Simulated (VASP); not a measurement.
GaP: single point with LDA

The system is GaP.

```
CELL_PARAMETERS angstrom
0.00000 2.56174 2.72525
2.72525 0.00000 2.72525
2.72525 2.56174 0.00000
ATOMIC_POSITIONS crystal
Ga 0.00000 0.00000 0.00000
P 0.75000 0.75000 0.75000
```

This cell differs from its parent crystal: strain -0.0600 x Voigt [0, 1, 0, 0, 0, 0].

```yaml
Program: VASP 6.6.1
Task: single point
Functional: LDA
Potentials_or_basis: VASP PAW LDA potentials, release 64 (Ga_d, P)
Cutoff: 520 eV
k_mesh: 8 × 8 × 8
Occupations: gaussian, width 0.05 eV
Spin: no spin polarisation
```

```json
{
  "Pressure": "2.8 GPa",
  "Band gap on the k mesh": "0.79 eV, indirect (least direct gap 1.91 eV)"
}
```

Stress tensor (GPa, compression positive):
```
1.35 0.00 0.00
0.00 5.62 0.00
0.00 0.00 1.35
```

Levels at points of the mesh, in eV from the valence-band top:
| k point | band 7 | band 8 | band 9 | band 10 | band 11 | band 12 |
| --- | --- | --- | --- | --- | --- | --- |
| (0.00, 0.00, 0.00) | -0.33 | -0.33 | 0.00 | 1.91 | 3.49 | 3.63 |
| (0.50, 0.00, 0.00) | -7.29 | -1.70 | -1.18 | 1.40 | 4.15 | 4.76 |
| (0.50, 0.50, 0.00) | -7.50 | -3.00 | -2.96 | 1.31 | 1.62 | 10.44 |
| (0.50, 0.00, 0.50) | -7.06 | -3.44 | -3.44 | 0.86 | 1.00 | 10.66 |

Run time: 12 s on 1 thread of Intel(R) Xeon(R) 6975P-C (Granite Rapids), with other jobs on the host, peak memory 0.16 GiB.

Caveat: the cell differs from its parent crystal (strain -0.0600 x Voigt [0, 1, 0, 0, 0, 0]). A k mesh can miss the band edges.
